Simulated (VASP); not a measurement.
# Cu5Mo (P4/nmm) in VASP: single point with PBE

Aim: the single point of Cu5Mo with PBE.

Program: VASP 6.6.1. These are calculated values, not measurements. Logs are shortened: lines on timing, memory, paths and dates and some standing lists are left out, and cuts for length are marked.

## Step 1: The cell of the first run

It takes space group P4/nmm (No. 129, tetragonal). The conventional cell has a = 2.624 Å, b = 2.624 Å, c = 22.000 Å, α = 90.00°, β = 90.00°, γ = 90.00°. Cu (site symmetry 4mm) has 14 Cu at 2.54 to 3.49 Å within 3.5 Å. Within 3.5 Å of Cu (site symmetry 4mm) lie 14 Cu at 2.54 to 3.48 Å. Within 3.5 Å of Cu (site symmetry 4mm) lie 14 Cu at 2.54 to 3.48 Å. Cu (site symmetry 4mm) has 9 Cu at 2.56 to 3.49 Å and 4 Mo at 2.72 Å within 3.5 Å. Within 3.5 Å of Cu (site symmetry 4mm) lie 13 Cu at 2.54 to 3.48 Å. Within 3.5 Å of Mo (site symmetry 4mm) lie 8 Mo at 2.62 to 2.98 Å and 4 Cu at 2.72 Å.

## Step 2: Single point, PBE

INCAR

```
SYSTEM = Cu5Mo
PREC     = Accurate       ! precision mode
ENCUT    = 520            ! plane-wave cutoff, eV
EDIFF    = 1E-7           ! SCF threshold, eV
ISMEAR   = 0              ! smearing method
SIGMA    = 0.2            ! smearing width, eV
LREAL    = .False.        ! projectors in reciprocal space
LASPH    = .True.         ! aspherical terms in the spheres
NELM     = 60             ! most SCF steps
ALGO     = Fast           ! electronic algorithm
ISIF     = 2              ! what is computed and relaxed
LWAVE    = .False.        ! write WAVECAR
LCHARG   = .False.        ! write CHGCAR
GGA      = PE             ! functional
NBANDS   = 81             ! bands
```

KPOINTS

```
regular mesh
0
Gamma
  6 6 1
  0 0 0
```

POSCAR

```
Cu5Mo
1.0
    2.6237793071      0.0000000000      0.0000000000
    0.0000000000      2.6237793071      0.0000000000
    0.0000000000      0.0000000000     22.0001818488
Cu Mo
10 2
Direct
    0.5000000000      0.0000000000      0.6978357654
    0.0000000000      0.5000000000      0.6186732255
    0.5000000000      0.0000000000      0.5395436604
    0.5000000000      0.0000000000      0.8566014819
    0.0000000000      0.5000000000      0.7766915833
    0.0000000000      0.5000000000      0.1433985181
    0.5000000000      0.0000000000      0.2233084167
    0.0000000000      0.5000000000      0.3021642346
    0.5000000000      0.0000000000      0.3813267745
    0.0000000000      0.5000000000      0.4604563396
    0.0000000000      0.5000000000      0.9468715026
    0.5000000000      0.0000000000      0.0531284974
```

Potentials or basis: VASP PAW PBE potentials, release 64 (Cu, Mo_sv).

Command:

```
> cat potpaw_PBE.64/Cu/POTCAR potpaw_PBE.64/Mo_sv/POTCAR > POTCAR
> mpirun -np 1 vasp_std > vasp.out
```

OUTCAR:

```text
SYSTEM = Cu5Mo
   PREC = Accurate
   ENCUT = 520
   EDIFF = 1E-7
   ISMEAR = 0
   LREAL = .False.
   LASPH = .True.
   NELM = 60
   ISIF = 2
   GGA = PE

 ion  position               nearest neighbor table
   1  0.500  0.000  0.698-   5 2.54   5 2.54   5 2.54   5 2.54   2 2.54   2 2.54   2 2.54   2 2.54

   2  0.000  0.500  0.619-   3 2.54   3 2.54   3 2.54   3 2.54   1 2.54   1 2.54   1 2.54   1 2.54

   3  0.500  0.000  0.540-  10 2.54  10 2.54  10 2.54  10 2.54   2 2.54   2 2.54   2 2.54   2 2.54
[... 15 lines left out ...]
  11  0.000  0.500  0.947-   4 2.72   4 2.72   4 2.72   4 2.72  12 2.98  12 2.98  12 2.98  12 2.98

  12  0.500  0.000  0.053-   6 2.72   6 2.72   6 2.72   6 2.72  11 2.98  11 2.98  11 2.98  11 2.98

  LATTYP: Found a simple tetragonal cell.
 ALAT       =     2.6237793071
 C/A-ratio  =     8.3849208618

  Lattice vectors:

 A1 = (   2.6237793071,   0.0000000000,   0.0000000000)
 A2 = (   0.0000000000,   2.6237793071,   0.0000000000)
 A3 = (   0.0000000000,   0.0000000000,  22.0001818488)

Analysis of symmetry for initial positions (statically):
=====================================================================
 Subroutine PRICEL returns:
 Original cell was already a primitive cell.

 Routine SETGRP: Setting up the symmetry group for a
 simple tetragonal supercell.

 Subroutine GETGRP returns: Found 16 space group operations
 (whereof  8 operations were pure point group operations)
 out of a pool of 16 trial point group operations.

The static configuration has the point symmetry D_2d.
 The point group associated with its full space group is D_4h.

Analysis of symmetry for dynamics (positions and initial velocities):
=====================================================================
 Subroutine PRICEL returns:
 Original cell was already a primitive cell.

 Routine SETGRP: Setting up the symmetry group for a
 simple tetragonal supercell.

 Subroutine GETGRP returns: Found 16 space group operations
 (whereof  8 operations were pure point group operations)
 out of a pool of 16 trial point group operations.

The dynamic configuration has the point symmetry D_2d.
 The point group associated with its full space group is D_4h.

 Subroutine INISYM returns: Found 16 space group operations
 (whereof  8 operations are pure point group operations),
 and found     1 'primitive' translations

[... 108 lines left out ...]
   TEBEG  =    0.0;   TEEND  =   0.0 temperature during run
   PSTRESS=    0.0 pullay stress
   NELECT =     138.0000    total number of electrons
   NUPDOWN=      -1.0000    fix difference up-down
   EMIN   =  10.00;   EMAX   =-10.00  energy-range for DOS
   EFERMI =   0.00;   METHOD = LEGACY
   ISMEAR =     0;   SIGMA  =   0.20  broadening in eV -4-tet -1-fermi 0-gaus
   EFERMI_NEDOS =   21; number of points for ismear=-14 and -15
   IALGO  =     68    algorithm
   IMIX   =      4    mixing-type and parameters
     AMIX     =   0.40;   BMIX     =  1.00
     AMIX_MAG =   1.60;   BMIX_MAG =  1.00
  volume/ion in A,a.u.               =      12.62        85.17
  Fermi-wavevector in a.u.,A,eV,Ry     =   1.587112  2.999207 34.272047  2.518924
  Thomas-Fermi vector in A             =   2.686320
   LORBIT       =      0    0 simple, 1 ext, 2 COOP (PROOUT), +10 PAW based schemes
   GGA     = PE    functional components
   LHFCALC =     F    Hartree Fock is set to
   AEXX    =    0.0000 exact exchange contribution
   IVDW    =     0    specifies the selected vdW correction
   LEPSILON=     F    determine dielectric tensor
   LRPA    =     F    only Hartree local field effects (RPA)
 non-spin polarized calculation
 RMM-DIIS sequential band-by-band and
 Gauss-broadening in eV      SIGMA  =   0.20
  energy-cutoff  :      520.00
  volume of cell :      151.45
 maximum number of plane-waves:      4108
 NGX is ok and might be reduce to    20
   NGX =  9   NGY =  9   NGZ = 81

 number of electron     138.0000181 magnetization

 Free energy of the ion-electron system (eV)
  ---------------------------------------------------
  ext. energy  EPLUGINS =         0.00000000
  ---------------------------------------------------
  free energy    TOTEN  =       -58.52762282 eV

  energy without entropy =      -58.45940564  energy(sigma->0) =      -58.49351423

 E-fermi :   8.4022     XC(G=0): -12.7798

 val. band max:        8.3852216521   @ k =   0.5000   0.1667   0.0000
 cond. band min:       8.4033645981   @ k =   0.1667   0.1667   0.0000
 fundamental gap:      0.0181429460
 Fermi energy:         8.4022317835

 k-point     1 :       0.0000    0.0000    0.0000
  band No.  band energies     occupation
      1     -52.6927      2.00000
      2     -52.6143      2.00000
      3     -26.9719      2.00000
      4     -26.4938      2.00000
      5     -26.0651      2.00000
      6     -26.0651      2.00000
[... 829 lines left out ...]
     80      15.1824      0.00000
     81      15.3209      0.00000

------------------------ aborting loop because EDIFF is reached ----------------------------------------

  FORCE on cell =-STRESS in cart. coord.  units (eV):
  Direction    XX          YY          ZZ          XY          YZ          ZX
  --------------------------------------------------------------------------------------
  -------------------------------------------------------------------------------------
  Total        0.1265849      0.1265849      0.7229972      0.0000000      0.0000000      0.0000000
  in kB        1.3390953      1.3390953      7.6483244      0.0000000      0.0000000      0.0000000
  external PRESSURE =       3.4421716 kB  Pullay stress =       0.0000000 kB

 VOLUME and BASIS-vectors are now :
 -----------------------------------------------------------------------------
  energy-cutoff  :      520.00
  volume of cell :      151.45
      direct lattice vectors                 reciprocal lattice vectors
     2.623779307  0.000000000  0.000000000     0.381129616  0.000000000  0.000000000
     0.000000000  2.623779307  0.000000000     0.000000000  0.381129616  0.000000000
     0.000000000  0.000000000 22.000181849     0.000000000  0.000000000  0.045454170

 POSITION                                       TOTAL-FORCE (eV/Angst)
 -----------------------------------------------------------------------------------
      1.31189      0.00000     15.35251        -0.000000     -0.000000      0.006923
      0.00000      1.31189     13.61092        -0.000000      0.000000      0.003476
      1.31189      0.00000     11.87006        -0.000000     -0.000000      0.000196
      1.31189      0.00000     18.84539        -0.000000     -0.000000     -0.016690
      0.00000      1.31189     17.08736        -0.000000     -0.000000      0.020265
      0.00000      1.31189      3.15479        -0.000000      0.000000      0.016690
      1.31189      0.00000      4.91283        -0.000000     -0.000000     -0.020265
      0.00000      1.31189      6.64767         0.000000     -0.000000     -0.006923
      1.31189      0.00000      8.38926        -0.000000     -0.000000     -0.003476
      0.00000      1.31189     10.13012        -0.000000     -0.000000     -0.000196
      0.00000      1.31189     20.83135        -0.000000     -0.000000      0.072582
      1.31189      0.00000      1.16884        -0.000000      0.000000     -0.072582
 -----------------------------------------------------------------------------------
    total drift:                               -0.000000      0.000000      0.000000

  FREE ENERGIE OF THE ION-ELECTRON SYSTEM (eV)
  ---------------------------------------------------
  free  energy   TOTEN  =       -58.5276228156 eV

  energy  without entropy=      -58.4594056450  energy(sigma->0) =      -58.49351423
```

stdout:

```text
POSCAR found type information on POSCAR CuMo
 POSCAR found :  2 types and      12 ions
 scaLAPACK will be used
 LDA part: xc-table for (Slater+PW92), standard interpolation
 POSCAR, INCAR and KPOINTS ok, starting setup
 FFT: planning ... GRIDC
 FFT: planning ... GRID_SOFT
 FFT: planning ... GRID
 WAVECAR not read
 entering main loop
```

Wall time 4.9 min (1 thread of Intel Xeon Platinum 8375C at 2.90GHz (Ice Lake), shared host); peak memory 0.29 GiB.

Results:

- Free energy: -58.5276 eV
- Pressure: 0.3 GPa
- Largest force: 0.073 eV/Å
- Band gap on the k mesh: zero (bands 69 and 70 overlap by 3.67 eV)

Forces on the atoms (eV/Å):
```
Cu   0.000  0.000  0.007
Cu   0.000  0.000  0.003
Cu   0.000  0.000  0.000
Cu   0.000  0.000 -0.017
Cu   0.000  0.000  0.020
Cu   0.000  0.000  0.017
Cu   0.000  0.000 -0.020
Cu   0.000  0.000 -0.007
Cu   0.000  0.000 -0.003
Cu   0.000  0.000  0.000
Mo   0.000  0.000  0.073
Mo   0.000  0.000 -0.073
```

Caveat: the k points lie up to 0.40 Å⁻¹ apart, too coarse for converged energies and pressures of a metal.
